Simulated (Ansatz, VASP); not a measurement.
## LiCl in VASP and in Ansatz

```
Li Cl
1.0
     3.27112    0.06362    0.00000
     0.06362    3.27112    0.00000
     0.00000    0.00000    3.27112
Li Cl
1 1
Direct
  0.00000 0.00000 0.00000
  0.50000 0.50000 0.50000
```

Change from the starting cell: shear_xy strain +3.9%.

Alike in both runs: task single point; functional HSE06; k mesh 6 × 6 × 6; no spin polarisation.

|  | VASP | Ansatz |
| --- | --- | --- |
| version | VASP 6.6.1 | Ansatz 0.2.0 |
| potentials or method | VASP PAW PBE potentials, release 64 (Li_sv, Cl) | plane waves, PAW |
| plane-wave cutoff (eV) | 520 | 420 |
| occupations | gaussian, width 0.01 eV | fixed |
| valence electrons in the cell | 10 | 10 |

|  | VASP | Ansatz | Ansatz less VASP |
| --- | --- | --- | --- |
| gap on the k mesh at the Fermi level (eV) | 5.70 | 5.69 | -0.011 |

Ansatz's warnings: stress exchange threshold loose, stress scf threshold loose.

Noted on VASP's run: the cutoff is short for stress, so the pressure is rough.
